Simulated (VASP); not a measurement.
Input of a VASP 6.6.1 run:

Contents of POSCAR:

```
ZrSe2
1.0
    3.7980000000      0.0000000000      0.0000000000
   -1.8990000000      3.2891644836      0.0000000000
    0.0000000000      0.0000000000      6.1920000000
Zr Se
1 2
Direct
    0.0000000000      0.0000000000      0.0000000000
    0.6666666667      0.3333333333      0.7500000000
    0.3333333333      0.6666666667      0.2500000000
```

The input INCAR.step1:

```
ALGO     = Normal         # electronic algorithm
EDIFF    = 1E-6           # SCF threshold, eV
EFERMI   = MIDGAP       
ENCUT    = 260            # plane-wave cutoff, eV
GGA      = CA             # functional
GGA_COMPAT= False        
ISMEAR   = 0              # smearing method
KPAR     = 2            
LASPH    = True           # aspherical terms in the spheres
LCHARG   = True           # write CHGCAR
LMAXMIX  = 4              # l up to which the mixer works
LORBIT   = 11             # projections on sites
LREAL    = False          # projectors in reciprocal space
LSORBIT  = True           # spin-orbit coupling
LWAVE    = False          # write WAVECAR
MAGMOM   = 0 0 0 0 0 0 0 0 0 # initial moments
NBANDS   = 50             # bands
NELM     = 200            # most SCF steps
PREC     = Accurate       # precision mode
SIGMA    = 0.03           # smearing width, eV
```

The input KPOINTS.step1:

```
Automatic mesh
0
Gamma
  6 6 3
  0 0 0
```

The input INCAR.step2:

```
ALGO     = Normal         # electronic algorithm
EDIFF    = 1E-6           # SCF threshold, eV
EFERMI   = MIDGAP       
ENCUT    = 260            # plane-wave cutoff, eV
GGA      = CA             # functional
GGA_COMPAT= False        
ICHARG   = 11             # starting density
ISMEAR   = 0              # smearing method
KPAR     = 2            
LASPH    = True           # aspherical terms in the spheres
LCHARG   = False          # write CHGCAR
LMAXMIX  = 4              # l up to which the mixer works
LORBIT   = 11             # projections on sites
LREAL    = False          # projectors in reciprocal space
LSORBIT  = True           # spin-orbit coupling
LWAVE    = False          # write WAVECAR
MAGMOM   = 0 0 0 0 0 0 0 0 0 # initial moments
NBANDS   = 50             # bands
NELM     = 200            # most SCF steps
PREC     = Accurate       # precision mode
SIGMA    = 0.03           # smearing width, eV
```

Contents of KPOINTS.step2:

```
path GMKGALHA,LM,KH
12
line-mode
reciprocal
 0.0000000000  0.0000000000  0.0000000000  G
 0.5000000000  0.0000000000  0.0000000000  M

 0.5000000000  0.0000000000  0.0000000000  M
 0.3333333333  0.3333333333  0.0000000000  K

 0.3333333333  0.3333333333  0.0000000000  K
 0.0000000000  0.0000000000  0.0000000000  G

 0.0000000000  0.0000000000  0.0000000000  G
 0.0000000000  0.0000000000  0.5000000000  A

 0.0000000000  0.0000000000  0.5000000000  A
 0.5000000000  0.0000000000  0.5000000000  L

 0.5000000000  0.0000000000  0.5000000000  L
 0.3333333333  0.3333333333  0.5000000000  H

 0.3333333333  0.3333333333  0.5000000000  H
 0.0000000000  0.0000000000  0.5000000000  A

 0.5000000000  0.0000000000  0.5000000000  L
 0.5000000000  0.0000000000  0.0000000000  M

 0.3333333333  0.3333333333  0.0000000000  K
 0.3333333333  0.3333333333  0.5000000000  H
```

Potentials or basis: VASP PAW LDA potentials, release 64 (Zr_sv, Se).

Command:

```sh
$ cat potpaw_LDA.64/Zr_sv/POTCAR potpaw_LDA.64/Se/POTCAR > POTCAR
$ cp INCAR.step1 INCAR
$ cp KPOINTS.step1 KPOINTS
$ mpirun -np 2 vasp_ncl > vasp.out
$ cp INCAR.step2 INCAR
$ cp KPOINTS.step2 KPOINTS
$ mpirun -np 2 vasp_ncl > vasp.out
```

Problem. Predict the net moment.

Solution. 0.00 μB per cell.

Moments on the atoms (μB; x, y, z):
```
Zr  0.00 0.00 0.00
Se  0.00 0.00 0.00
Se  0.00 0.00 0.00
```

Caveat: the log is that of the step along the path at fixed density, whose energy, stress, charges and moments have no meaning.
